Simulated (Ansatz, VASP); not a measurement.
## One calculation of BO, two programs

```
CELL_PARAMETERS angstrom
2.52730 0.00000 0.00000
-1.26365 2.18871 0.00000
0.00000 0.00000 7.28959
ATOMIC_POSITIONS crystal
B 0.33333 0.66667 0.25000
B 0.66667 0.33333 0.75000
O 0.33333 0.66667 0.75000
O 0.66667 0.33333 0.25000
```

Alike in both runs: functional PBE; k mesh 24 × 24 × 6; occupations gaussian, width 0.1 eV; no spin polarisation.

Ansatz relaxed the structure, and its values are those at the end. VASP's run is a single point on that final structure, the one shown.

|  | VASP | Ansatz |
| --- | --- | --- |
| version | VASP 6.6.1 | Ansatz 0.2.0 |
| potentials or method | VASP PAW PBE potentials, release 64 (B, O), cutoff 520 eV | scalar-relativistic, plane waves, PAW |
| valence electrons in the cell | 18 | 18 |

VASP gave:

```
gap on the k mesh at the Fermi level (eV) : none
pressure (GPa)                            : 0.1
```

Q: What did Ansatz give for the same quantities?

A: gap on the k mesh at the Fermi level (eV): none; pressure (GPa): 0.0.

A gap of «none» marks a metal or a gap that the smearing closes.
